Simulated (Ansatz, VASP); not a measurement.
# One calculation of K, two programs

INCAR

```
  PREC = Accurate
  ENCUT = 520
  EDIFF = 1E-7
  ISMEAR = 0
  SIGMA = 0.05
  LREAL = False
  LASPH = True
  NELM = 60
  ALGO = Normal
  ISIF = 2
  LWAVE = False
  LCHARG = False
  GGA = PE
  NBANDS = 10
```

Contents of KPOINTS:

```
regular mesh
0
Gamma
  10 10 10
```

File POSCAR:

```
K
1.0
   -2.6125000000      2.6125000000      2.6125000000
    2.6125000000     -2.6125000000      2.6125000000
    2.6125000000      2.6125000000     -2.6125000000
K
1
Direct
    0.0000000000      0.0000000000      0.0000000000
```

Input for Ansatz:

```yaml
crystal:
  lattice:
    - [-2.6125, 2.6125, 2.6125]
    - [2.6125, -2.6125, 2.6125]
    - [2.6125, 2.6125, -2.6125]
  atoms:
    - { symbol: K, position: [0.0, 0.0, 0.0] }
basis:
  ecutwfc: 420
  fft_grid_basis: typed
kpoints:
  mp_grid: { grid: [10, 10, 10] }
hamiltonian:
  xc: pbe
scf:
  occupations: { method: gaussian, width: 0.05 }
output:
  forces: true
  stress: true
  eigenvalues: true
  bader: true
  write_density: true
  volumetric_format: npy
  elf: true
```

Alike in both runs: task single point; functional PBE; k mesh 10 × 10 × 10; occupations gaussian, width 0.05 eV; no spin polarisation.

|  | VASP | Ansatz |
| --- | --- | --- |
| version | VASP 6.6.1 | Ansatz 0.2.0 |
| potentials or method | VASP PAW PBE potentials, release 64 (K_sv), cutoff 520 eV | scalar-relativistic, plane waves, PAW |
| valence electrons in the cell | 9 | 9 |

|  | VASP | Ansatz | Ansatz less VASP |
| --- | --- | --- | --- |
| gap on the k mesh at the Fermi level (eV) | none | none | - |
| pressure (GPa) | 0.1 | 0.1 | +0.01 |

A gap of «none» marks a metal or a gap that the smearing closes.
